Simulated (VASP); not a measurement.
A run of VASP 6.6.1:

File INCAR:

```
SYSTEM = Sn
ALGO = Fast
EDIFF = 1E-7
ENCUT = 520
GGA = PE
GGA_COMPAT = .FALSE.
ISIF = 2
ISMEAR = -1
LASPH = .TRUE.
LCHARG = .FALSE.
LNONCOLLINEAR = .TRUE.
LORBIT = 11
LORBMOM = .TRUE.
LREAL = .FALSE.
LSORBIT = .TRUE.
LWAVE = .FALSE.
MAGMOM = 0 0 0
NBANDS = 25
NELM = 150
PREC = Accurate
SIGMA = 0.1
```

Contents of KPOINTS:

```
k-points
0
G
  9 9 9
  0 0 0
```

The input POSCAR:

```
Sn
1.0
   -1.7265390000      1.7755470000      2.3383420000
    1.7265390000     -1.7755470000      2.3383420000
    1.7265390000      1.7755470000     -2.3383420000
Sn
1
Direct
    0.0000000000      0.0000000000      0.0000000000
```

Potentials or basis: VASP PAW PBE potentials, release 64 (Sn_d).

Run with:

```bash
$ cat potpaw_PBE.64/Sn_d/POTCAR > POTCAR
$ mpirun -np 1 vasp_ncl > vasp.out
```

Hardware: 1 thread of Intel(R) Xeon(R) 6975P-C (Granite Rapids) (shared host).

Q: Estimate the wall time of this run.

A: Wall time 2.2 min on 1 thread of Intel(R) Xeon(R) 6975P-C (Granite Rapids), with other jobs on the host, peak memory 0.32 GiB. Counts: scf iterations 15, k points 125.
